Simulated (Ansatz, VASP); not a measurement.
**One calculation of ZnO, two programs**

```xyz
4
Lattice="3.2493 0.0000 0.0000 -1.6247 2.8140 0.0000 0.0000 0.0000 5.2057" Properties=species:S:1:pos:R:3 pbc="T T T"
Zn    1.6247    0.9380    0.0000
Zn    0.0000    1.8760    2.6029
O     0.0000    1.8760    4.5759
O     1.6247    0.9380    1.9730
```

Alike in both runs: functional PBE; k mesh 5 × 5 × 3; occupations fermi-dirac, width 0.05 eV; no spin polarisation.

|  | VASP | Ansatz |
| --- | --- | --- |
| version | VASP 6.6.1 | Ansatz 0.2.0 |
| potentials or method | VASP PAW PBE potentials, release 64 (Zn, O_h) | Ansatz PAW |
| plane-wave cutoff (eV) | 1340 | 420 |
| valence electrons in the cell | 36 | 36 |
| task | single point | band structure |

VASP gave:

```
gap on the k mesh at the Fermi level (eV)                     : 0.79
least direct gap on the mesh (eV)                             : 0.79
pressure (GPa)                                                : 5.8
traceless stress, the component that is largest in VASP (GPa) : 1.12
rms of the force components (eV/Å)                            : 0.042
```

Task: What did Ansatz give for the same quantities?

Result: gap on the k mesh at the Fermi level (eV): 0.80; least direct gap on the mesh (eV): 0.80; pressure (GPa): 4.9; traceless stress, the component that is largest in VASP (GPa): 1.09; rms of the force components (eV/Å): 0.040.

Atom by atom the forces differ by 0.002 eV/Å (rms over components).

The k mesh is coarse, so the values compare programs but aren't converged.
